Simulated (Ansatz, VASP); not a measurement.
## CdS3: VASP beside Ansatz

INCAR

```
SYSTEM = CdS3
ALGO     = Normal         ! electronic algorithm
EDIFF    = 1E-6           ! SCF threshold, eV
ENCUT    = 500            ! plane-wave cutoff, eV
GGA      = PE             ! functional
GGA_COMPAT= .FALSE.      
ISIF     = 2              ! what is computed and relaxed
ISMEAR   = 0              ! smearing method
LASPH    = .TRUE.         ! aspherical terms in the spheres
LCHARG   = .TRUE.         ! write CHGCAR
LELF     = .TRUE.         ! ELF
LREAL    = .FALSE.        ! projectors in reciprocal space
LVHAR    = .TRUE.       
LWAVE    = .FALSE.        ! write WAVECAR
NBANDS   = 23             ! bands
NELM     = 120            ! most SCF steps
PREC     = Accurate       ! precision mode
SIGMA    = 0.1            ! smearing width, eV
```

The input KPOINTS:

```
k-points
0
G
  4 4 4
  0 0 0
```

File POSCAR:

```
CdS3
1.0
    0.0000000000      3.8635041000      3.8635041000
    3.8635041000      0.0000000000      3.8635041000
    3.8635041000      3.8635041000      0.0000000000
Cd S
1 3
Direct
    0.5000000000      0.5000000000      0.5000000000
    0.0000000000      0.0000000000      0.0000000000
    0.2500000000      0.2500000000      0.2500000000
    0.7500000000      0.7500000000      0.7500000000
```

Input for Ansatz:

```yaml
crystal:
  lattice:
    - [0.0, 3.8635041, 3.8635041]
    - [3.8635041, 0.0, 3.8635041]
    - [3.8635041, 3.8635041, 0.0]
  atoms:
    - { symbol: Cd, position: [0.5, 0.5, 0.5] }
    - { symbol: S, position: [0.0, 0.0, 0.0] }
    - { symbol: S, position: [0.25, 0.25, 0.25] }
    - { symbol: S, position: [0.75, 0.75, 0.75] }
basis:
  ecutwfc: 420
kpoints:
  mp_grid: { grid: [4, 4, 4] }
hamiltonian:
  xc: pbe
scf:
  occupations: { method: gaussian, width: 0.1 }
  lower_state_search: "off"
output:
  forces: true
  stress: true
  eigenvalues: true
```

Alike in both runs: task single point; functional PBE; k mesh 4 × 4 × 4; occupations gaussian, width 0.1 eV; no spin polarisation.

|  | VASP | Ansatz |
| --- | --- | --- |
| version | VASP 6.6.1 | Ansatz 0.2.0 |
| potentials or method | VASP PAW PBE potentials, release 64 (Cd, S), cutoff 500 eV | scalar-relativistic, plane waves, PAW |
| valence electrons in the cell | 30 | 38 |

|  | VASP | Ansatz | Ansatz less VASP |
| --- | --- | --- | --- |
| gap on the k mesh at the Fermi level (eV) | none | none | - |
| pressure (GPa) | -10.4 | -10.4 | +0.01 |

A gap of «none» marks a metal or a gap that the smearing closes. VASP's potentials hold 30 valence electrons a cell and Ansatz's 38, so a difference there can come from the potentials and not from the codes.
